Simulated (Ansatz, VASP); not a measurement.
CaSe in VASP and in Ansatz

Contents of POSCAR:

```
CaSe
1.0
    0.0000000000      3.4107438220      3.4107438220
    3.4107438220      0.0000000000      3.4107438220
    3.4107438220      3.4107438220      0.0000000000
Ca Se
1 1
Direct
    0.0000000000      0.0000000000      0.0000000000
    0.2500000000      0.2500000000      0.2500000000
```

The input INCAR.step1:

```
SYSTEM = CaSe
  ALGO = Normal
  EDIFF = 1E-5
  ENCUT = 520
  GGA = PE
  ISIF = 2
  ISMEAR = 0
  LASPH = .True.
  LREAL = .False.
  LWAVE = .True.
  NBANDS = 15
  NELM = 80
  PREC = Accurate
  SIGMA = 0.01
```

INCAR.step2

```
SYSTEM = CaSe
  ALGO = Normal
  EDIFF = 1E-6
  ENCUT = 520
  GGA = PE
  HFSCREEN = 0.2079
  ISIF = 2
  ISMEAR = 0
  ISTART = 1
  LASPH = .True.
  LCHARG = .True.
  LELF = .True.
  LHFCALC = .True.
  LREAL = .False.
  LVHAR = .True.
  LWAVE = .False.
  NBANDS = 15
  NELM = 80
  PREC = Accurate
  PRECFOCK = Normal
  SIGMA = 0.01
```

Contents of KPOINTS:

```
k-points
0
Gamma
  4 4 4
  0 0 0
```

Input for Ansatz:

```yaml
crystal:
  lattice:
    - [0.0, 3.410743822, 3.410743822]
    - [3.410743822, 0.0, 3.410743822]
    - [3.410743822, 3.410743822, 0.0]
  atoms:
    - { symbol: Ca, position: [0.0, 0.0, 0.0] }
    - { symbol: Se, position: [0.25, 0.25, 0.25] }
kpoints:
  mp_grid: { grid: [4, 4, 4] }
  band_path:
    path:
      - [0.0, 0.0, 0.0]
      - [-0.5, -0.5, 0.0]
      - [-0.375, -0.375, 0.25]
      - [-0.375, 0.0, 0.375]
      - [0.0, 0.0, 0.5]
      - [-0.5, -0.25, 0.25]
      - [-0.2625, 0.0, 0.2625]
    npoints: 1
hamiltonian:
  xc: hse06
scf:
  occupations: { method: fixed }
  n_extra_bands: 4
output:
  forces: true
  stress: true
  eigenvalues: true
```

Change from the starting cell: hydrostatic strain +4.0%.

Alike in both runs: task single point; functional HSE06; k mesh 4 × 4 × 4; no spin polarisation.

```csv
,VASP,Ansatz
version,VASP 6.6.1,Ansatz 0.2.0
potentials or method,"VASP PAW PBE potentials, release 64 (Ca_sv, Se)","plane waves, PAW"
plane-wave cutoff (eV),520,420
occupations,"gaussian, width 0.01 eV",fixed
valence electrons in the cell,16,26
```

```tsv
	VASP	Ansatz	Ansatz less VASP
gap on the k mesh at the Fermi level (eV)	3.70	3.70	+0.001
pressure (GPa)	-3.0	-3.0	-0.01
```

VASP's potentials hold 16 valence electrons a cell and Ansatz's 26, so a difference there can come from the potentials and not from the codes. Ansatz's warnings: stress exchange threshold loose, stress scf threshold loose.
